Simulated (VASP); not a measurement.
# BAs (F-43m) in VASP: a series of runs

BAs is run at these levels: PBEsol+D3(BJ), r2SCANh; tasks: single point.

All numbers are computed with VASP 6.6.1; they aren't measurements. Logs are shortened: lines on timing, memory, paths and dates and some standing lists are left out, and cuts for length are marked.

### Step 1. The cell of the first run

The structure is cubic, space group F-43m (No. 216). The conventional cell has a = 4.777 Å, b = 4.777 Å, c = 4.777 Å, α = 90.00°, β = 90.00°, γ = 90.00°. Within 2.7 Å of As (site symmetry -43m) lie 4 B at 2.07 Å. Within 2.7 Å of B (site symmetry -43m) lie 4 As at 2.07 Å.

### Step 2. Single point, PBEsol+D3(BJ), collinear spin, zero start

File INCAR:

```
SYSTEM = BAs
  PREC = Accurate
  ENCUT = 500
  EDIFF = 1E-6
  ISMEAR = -1
  SIGMA = 0.1
  LREAL = .False.
  LASPH = .True.
  NELM = 200
  ALGO = Normal
  ISIF = 2
  LWAVE = .False.
  LCHARG = .True.
  ISPIN = 2
  MAGMOM = 0 0
  LORBIT = 11
  GGA = PS
  IVDW = 12
  LELF = .True.
  LVHAR = .True.
  NBANDS = 15
  GGA_COMPAT = .False.
```

File KPOINTS:

```
Automatic mesh
0
Gamma
  15 15 15
  0 0 0
```

File POSCAR:

```
BAs
1.0
    0.0000000000      2.3885000000      2.3885000000
    2.3885000000      0.0000000000      2.3885000000
    2.3885000000      2.3885000000      0.0000000000
As B
1 1
Direct
    0.2500000000      0.2500000000      0.2500000000
    0.0000000000      0.0000000000      0.0000000000
```

Potentials or basis: VASP PAW PBE potentials, release 64 (As, B).

Launch:

```sh
cat potpaw_PBE.64/As/POTCAR potpaw_PBE.64/B/POTCAR > POTCAR
mpirun -np 1 vasp_std > vasp.out
```

OUTCAR:

```text
SYSTEM = BAs
   PREC = Accurate
   ENCUT = 500
   EDIFF = 1E-6
   ISMEAR = -1
   LREAL = .False.
   LASPH = .True.
   NELM = 200
   ISIF = 2
   ISPIN = 2
   LORBIT = 11
   GGA = PS
   IVDW = 12
 IVDW          = 12

 ion  position               nearest neighbor table
   1  0.250  0.250  0.250-   2 2.07   2 2.07   2 2.07   2 2.07
   2  0.000  0.000  0.000-   1 2.07   1 2.07   1 2.07   1 2.07

  LATTYP: Found a face centered cubic cell.
 ALAT       =     4.7770000000

  Lattice vectors:

 A1 = (   0.0000000000,   2.3885000000,   2.3885000000)
 A2 = (   2.3885000000,   0.0000000000,   2.3885000000)
 A3 = (   2.3885000000,   2.3885000000,   0.0000000000)

Analysis of symmetry for initial positions (statically):
=====================================================================
 Subroutine PRICEL returns:
 Original cell was already a primitive cell.

 Routine SETGRP: Setting up the symmetry group for a
 face centered cubic supercell.

 Subroutine GETGRP returns: Found 24 space group operations
 (whereof 24 operations were pure point group operations)
 out of a pool of 48 trial point group operations.

The static configuration has the point symmetry T_d .

Analysis of symmetry for dynamics (positions and initial velocities):
=====================================================================
 Subroutine PRICEL returns:
 Original cell was already a primitive cell.

 Routine SETGRP: Setting up the symmetry group for a
 face centered cubic supercell.

 Subroutine GETGRP returns: Found 24 space group operations
 (whereof 24 operations were pure point group operations)
 out of a pool of 48 trial point group operations.

The dynamic configuration has the point symmetry T_d .

Analysis of structural, dynamic, and magnetic symmetry:
=====================================================================
 Subroutine PRICEL returns:
 Original cell was already a primitive cell.

 Routine SETGRP: Setting up the symmetry group for a
 face centered cubic supercell.

 Subroutine GETGRP returns: Found 24 space group operations
 (whereof 24 operations were pure point group operations)
 out of a pool of 48 trial point group operations.

The overall configuration has the point symmetry T_d .

 Subroutine INISYM returns: Found 24 space group operations
 (whereof 24 operations are pure point group operations),
 and found     1 'primitive' translations

----------------------------------------------------------------------------------------

                                     Primitive cell

  volume of cell :      27.2525

  direct lattice vectors                    reciprocal lattice vectors
     0.000000000  2.388500000  2.388500000    -0.209336404  0.209336404  0.209336404
     2.388500000  0.000000000  2.388500000     0.209336404 -0.209336404  0.209336404
     2.388500000  2.388500000  0.000000000     0.209336404  0.209336404 -0.209336404

  length of vectors
     3.377849094  3.377849094  3.377849094     0.362581287  0.362581287  0.362581287

  position of ions in fractional coordinates (direct lattice)
     0.250000000  0.250000000  0.250000000
     0.000000000  0.000000000  0.000000000

  ion indices of the primitive-cell ions
   primitive index   ion index
                 1           1
                 2           2

----------------------------------------------------------------------------------------

 KPOINTS: Automatic mesh

Automatic generation of k-mesh.
 Grid dimensions read from file:
 generate k-points for:   15   15   15

 Generating k-lattice:

  Cartesian coordinates                     Fractional coordinates (reciprocal lattice)
    -0.013955760  0.013955760  0.013955760     0.066666667  0.000000000  0.000000000
     0.013955760 -0.013955760  0.013955760     0.000000000  0.066666667  0.000000000
     0.013955760  0.013955760 -0.013955760     0.000000000  0.000000000  0.066666667

  Length of vectors
     0.024172086  0.024172086  0.024172086

  Shift w.r.t. Gamma in fractional coordinates (k-lattice)
     0.000000000  0.000000000  0.000000000

 Subroutine IBZKPT returns following result:
 ===========================================
[... 38 lines left out ...]
 SYSTEM =  BAs
   PREC   = accura    normal or accurate (medium, high low for compatibility)
   ISTART =      0    job   : 0-new  1-cont  2-samecut
   ICHARG =      2    charge: 1-file 2-atom 10-const
   ISPIN  =      2    spin polarized calculation?
   LNONCOLLINEAR =      F non collinear calculations
   LSORBIT =      F    spin-orbit coupling
   LASPH  =      T    aspherical Exc in radial PAW
   ENCUT  =  500.0 eV  36.75 Ry    6.06 a.u.   6.16  6.16  6.16*2*pi/ulx,y,z
   NELM   =    200;   NELMIN=  2; NELMDL= -5     # of ELM steps
   EDIFF  = 0.1E-05   stopping-criterion for ELM
   LREAL  =      F    real-space projection
   EDIFFG = 0.1E-04   stopping-criterion for IOM
   NSW    =      0    number of steps for IOM
   IBRION =     -1    ionic relax: 0-MD 1-quasi-New 2-CG
   NFREE  =      0    steps in history (QN), initial steepest desc. (CG)
   ISIF   =      2    stress and relaxation
   ISYM   =      2    0-nonsym 1-usesym 2-fastsym
   POTIM  = 0.5000    time-step for ionic-motion
   TEBEG  =    0.0;   TEEND  =   0.0 temperature during run
   PSTRESS=    0.0 pullay stress
   NELECT =       8.0000    total number of electrons
   NUPDOWN=      -1.0000    fix difference up-down
   EMIN   =  10.00;   EMAX   =-10.00  energy-range for DOS
   EFERMI =   0.00;   METHOD = LEGACY
   ISMEAR =    -1;   SIGMA  =   0.10  broadening in eV -4-tet -1-fermi 0-gaus
   EFERMI_NEDOS =   21; number of points for ismear=-14 and -15
   IALGO  =     38    algorithm
   IMIX   =      4    mixing-type and parameters
     AMIX     =   0.40;   BMIX     =  1.00
     AMIX_MAG =   1.60;   BMIX_MAG =  1.00
  volume/ion in A,a.u.               =      13.63        91.95
  Fermi-wavevector in a.u.,A,eV,Ry     =   1.088018  2.056057 16.106360  1.183784
  Thomas-Fermi vector in A             =   2.224191
   LORBIT       =     11    0 simple, 1 ext, 2 COOP (PROOUT), +10 PAW based schemes
   GGA     = PS    functional components
   LHFCALC =     F    Hartree Fock is set to
   AEXX    =    0.0000 exact exchange contribution
   IVDW    =    12    specifies the selected vdW correction
   LEPSILON=     F    determine dielectric tensor
   LRPA    =     F    only Hartree local field effects (RPA)
 spin polarized calculation
  energy-cutoff  :      500.00
  volume of cell :       27.25
 maximum number of plane-waves:       701
 NGX is ok and might be reduce to    28
   NGX = 13   NGY = 13   NGZ = 13

 number of electron       8.0000000 magnetization       0.0000000

 number of electron       8.0000000 magnetization      -0.0000000

 Free energy of the ion-electron system (eV)
  ---------------------------------------------------
  ext. energy  EPLUGINS =         0.00000000
  ---------------------------------------------------
  free energy    TOTEN  =       -12.20402968 eV

  energy without entropy =      -12.20397380  energy(sigma->0) =      -12.20400174

 E-fermi :   6.5636     XC(G=0): -10.7316

 val. band max:        6.0434673756   @ k =   0.0000   0.0000   0.0000
 cond. band min:       7.1194686213   @ k =   0.4000   0.4000   0.0000
 fundamental gap:      1.0760012457
 Fermi energy:         6.5635656232

 spin component 1

 k-point     1 :       0.0000    0.0000    0.0000
  band No.  band energies     occupation
      1      -9.3936      1.00000
      2       6.0435      0.99452
      3       6.0435      0.99452
      4       6.0435      0.99452
      5       9.2835      0.00000
      6       9.2835      0.00000
      7       9.2835      0.00000
      8      10.7250      0.00000
      9      15.3894      0.00000
     10      18.9746      0.00000
     11      18.9746      0.00000
     12      20.2581      0.00000
     13      20.2581      0.00000
     14      20.2581      0.00000
[... 403 lines left out ...]
      4       4.5558      1.00000
      5       8.4895      0.00000
      6      11.1203      0.00000
      7      11.6076      0.00000
      8      12.1199      0.00000
      9      15.7817      0.00000
     10      17.7042      0.00000
     11      19.1953      0.00000
     12      21.0134      0.00000
     13      22.2447      0.00000
     14      23.8559      0.00000
     15      28.9518      0.00000

 [... further k-points ...]

 spin component 2

 k-point     1 :       0.0000    0.0000    0.0000
  band No.  band energies     occupation
      1      -9.3936      1.00000
      2       6.0435      0.99452
      3       6.0435      0.99452
      4       6.0435      0.99452
      5       9.2835      0.00000
      6       9.2835      0.00000
      7       9.2835      0.00000
      8      10.7250      0.00000
      9      15.3894      0.00000
     10      18.9746      0.00000
     11      18.9746      0.00000
     12      20.2581      0.00000
     13      20.2581      0.00000
     14      20.2581      0.00000
[... 403 lines left out ...]
      4       4.5558      1.00000
      5       8.4895      0.00000
      6      11.1203      0.00000
      7      11.6076      0.00000
      8      12.1199      0.00000
      9      15.7817      0.00000
     10      17.7042      0.00000
     11      19.1953      0.00000
     12      21.0134      0.00000
     13      22.2447      0.00000
     14      23.8559      0.00000
     15      28.9518      0.00000

 [... further k-points ...]

------------------------ aborting loop because EDIFF is reached ----------------------------------------

 Edisp (eV)   -0.54782

 E8    (eV) :    -0.3370

  FORCE on cell =-STRESS in cart. coord.  units (eV):
  Direction    XX          YY          ZZ          XY          YZ          ZX
  --------------------------------------------------------------------------------------
  -------------------------------------------------------------------------------------
  Total      -0.53590    -0.53590    -0.53590     0.00000     0.00000     0.00000
  in kB     -31.50557   -31.50557   -31.50557     0.00000     0.00000     0.00000
  external pressure =      -31.51 kB  Pullay stress =        0.00 kB

 VOLUME and BASIS-vectors are now :
 -----------------------------------------------------------------------------
  energy-cutoff  :      500.00
  volume of cell :       27.25
      direct lattice vectors                 reciprocal lattice vectors
     0.000000000  2.388500000  2.388500000    -0.209336404  0.209336404  0.209336404
     2.388500000  0.000000000  2.388500000     0.209336404 -0.209336404  0.209336404
     2.388500000  2.388500000  0.000000000     0.209336404  0.209336404 -0.209336404

 POSITION                                       TOTAL-FORCE (eV/Angst)
 -----------------------------------------------------------------------------------
      1.19425      1.19425      1.19425         0.000000      0.000000      0.000000
      0.00000      0.00000      0.00000        -0.000000     -0.000000     -0.000000
 -----------------------------------------------------------------------------------
    total drift:                               -0.000000     -0.000000     -0.000000

  FREE ENERGIE OF THE ION-ELECTRON SYSTEM (eV)
  ---------------------------------------------------
  free  energy   TOTEN  =       -12.7518491604 eV

  energy  without entropy=      -12.7517932877  energy(sigma->0) =      -12.75182122

 total charge

# of ion       s       p       d       tot
------------------------------------------
    1        1.175   1.664   0.088   2.927
    2        0.654   1.170   0.000   1.824
--------------------------------------------------
tot          1.829   2.834   0.088   4.752

 magnetization (x)

# of ion       s       p       d       tot
------------------------------------------
    1        0.000   0.000   0.000   0.000
    2        0.000   0.000   0.000   0.000
--------------------------------------------------
tot          0.000   0.000   0.000   0.000
```

Wall time 2 min (1 thread of AMD EPYC 7R43 (Zen 3), shared host); peak memory 0.19 GiB.

What came out:

| Property | Result |
| --- | --- |
| Free energy | -12.7518 eV |
| Pressure | -3.2 GPa |
| Band gap on the k mesh | 1.08 eV (least direct gap 3.24 eV) |
| Net moment | 0.00 μB per cell |
| Valence electrons inside the program's atomic spheres | As 2.93; B 1.82 |
| Dispersion energy per atom | -0.274 eV |

Caveat: the cell stands under tension; the PAW data sets were made with another functional, which shifts forces and pressure a little; an odd mesh through Γ misses points on the zone boundary, where band edges can lie.

### Step 3. Single point, r2SCANh

This run uses another cell than the first one, of 12.81 Å³/atom.

File POSCAR:

```
BAs
1.0
    0.0000000000      2.3397414207      2.3397414207
    2.3397414207      0.0000000000      2.3397414207
    2.3397414207      2.3397414207      0.0000000000
As B
1 1
Direct
    0.7500000000      0.7500000000      0.7500000000
    0.0000000000      0.0000000000      0.0000000000
```

File INCAR.step1:

```
  PREC = Accurate
  ENCUT = 520
  EDIFF = 1E-5
  ISMEAR = -1
  SIGMA = 0.05
  LREAL = F
  LASPH = T
  NELM = 80
  ALGO = Normal
  ISIF = 2
  LWAVE = T
  LCHARG = F
  NBANDS = 11
  GGA = PE
```

File INCAR.step2:

```
  PREC = Accurate
  ENCUT = 520
  EDIFF = 1E-6
  ISMEAR = -1
  SIGMA = 0.05
  LREAL = F
  LASPH = T
  NELM = 80
  ALGO = Normal
  ISIF = 2
  LWAVE = F
  LCHARG = F
  METAGGA = R2SCAN
  LHFCALC = T
  AEXX = 0.1
  LMIXTAU = T
  PRECFOCK = Normal
  NBANDS = 11
  ISTART = 1
```

File KPOINTS:

```
Automatic mesh
0
Gamma
  5 5 5
```

Potentials or basis: VASP PAW PBE potentials, release 64 (As, B).

Launch:

```sh
cat potpaw_PBE.64/As/POTCAR potpaw_PBE.64/B/POTCAR > POTCAR
cp INCAR.step1 INCAR
mpirun -np 1 vasp_std > vasp.out
cp INCAR.step2 INCAR
mpirun -np 1 vasp_std > vasp.out
```

It took 4.9 min on 1 thread of Intel Xeon Platinum 8375C at 2.90GHz (Ice Lake), shared host; peak memory 0.17 GiB.

The run converged. Its results:

- Free energy: -22.2140 eV
- Pressure: 10.1 GPa
- Band gap on the k mesh: 1.81 eV (least direct gap 4.09 eV)

Levels at points of the mesh, in eV from the valence-band top:
| k point | band 1 | band 2 | band 3 | band 4 | band 5 | band 6 | band 7 | band 8 | band 9 |
| --- | --- | --- | --- | --- | --- | --- | --- | --- | --- |
| (0.00, 0.00, 0.00) | -17.32 | 0.00 | 0.00 | 0.00 | 4.09 | 4.09 | 4.09 | 6.69 | 11.32 |

Caveat: the k points lie up to 0.47 Å⁻¹ apart; the PAW data sets were made with another functional, which shifts forces and pressure a little; an odd mesh through Γ misses points on the zone boundary, where band edges can lie.
